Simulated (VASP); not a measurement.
Runs of VASP 6.6.1 on HfO2. The structure is that of space group I4/mmm (No. 139), or close to it. The cells are those of the table. 

```tsv
cell	gap on the mesh (eV)	pressure (GPa)
a = 3.615, b = 3.496, c = 3.545 Å, angles 61.8, 58.4, 59.8°, 3 atoms	2.99	(a)
a = 3.615, b = 3.519, c = 3.568 Å, angles 61.3, 58.7, 60.0°, 3 atoms	3.17	-3.5
a = 3.591, b = 3.496, c = 3.520 Å, angles 61.6, 58.9, 59.6°, 3 atoms	3.18	(b)
a = 3.567, b = 3.496, c = 3.496 Å, angles 61.3, 59.3, 59.3°, 3 atoms	3.32	7.7
a = 3.639, b = 3.496, c = 3.570 Å, angles 62.0, 58.0, 60.0°, 3 atoms	2.79	-3.1
a = 3.639, b = 3.639, c = 3.709 Å, angles 59.4, 59.4, 61.3°, 3 atoms	3.15	-20.6
```

Alike in all rows: task single point; level PBEsol; potentials or basis VASP PAW PBE potentials, release 64 (Hf_pv, O); no spin polarisation; k mesh 8 × 8 × 8; cutoff (eV) 520; smearing gaussian 0.05 eV.

Task: Fill in the values left out.

Result: (a) 0.2; (b) 3.9.

Caveats: the PAW data sets were made with another functional, which shifts forces and pressure a little; spin-orbit coupling is left out, which moves the levels of the heavy elements.

A k mesh can miss the band edges, and the runs leave out spin-orbit coupling on Hf.
